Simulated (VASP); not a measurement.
Wanted: the native input for a VASP 6.6.1 run.

```
Task                   : single point
Functional             : PBE
Potentials or basis    : VASP PAW PBE potentials, release 64 (Pt)
Cutoff                 : 500 eV
k mesh                 : 8 × 8 × 8
Occupations            : gaussian, width 0.1 eV
Spin                   : no spin polarisation
Dipole correction      : no
Further INCAR settings : ALGO = Normal; EDIFF = 1e-06; NBANDS = 11
```

The structure of Pt lies in POSCAR:

```
Pt
1.0
   -1.5570610896      1.5570610896      1.5570610896
    1.5570610896     -1.5570610896      1.5570610896
    1.5570610896      1.5570610896     -1.5570610896
Pt
1
Direct
    0.0000000000      0.0000000000      0.0000000000
```

One way to write it, as run:

INCAR

```
  PREC = Accurate
  ENCUT = 500
  EDIFF = 1E-6
  ISMEAR = 0
  SIGMA = 0.1
  LREAL = False
  LASPH = True
  NELM = 120
  ALGO = Normal
  ISIF = 2
  LWAVE = False
  LCHARG = False
  GGA = PE
  NBANDS = 11
  GGA_COMPAT = False
```

KPOINTS

```
regular mesh
0
Gamma
  8 8 8
```

Potentials or basis: VASP PAW PBE potentials, release 64 (Pt).

Launch:

```sh
$ cat potpaw_PBE.64/Pt/POTCAR > POTCAR
$ mpirun -np 1 vasp_std > vasp.out
```

Results of the run:

| Item | Value |
| --- | --- |
| Pressure | 13.9 GPa |
| Band gap on the k mesh | zero (band 5 reaches 12.11 eV, above the bottom of band 6 at 9.96 eV) |

Caveat: spin-orbit coupling is left out, which moves the levels of the heavy elements.

Wall time 4.5 s on 1 thread of Intel Xeon 6975P-C, on a shared host, peak memory 0.12 GiB.
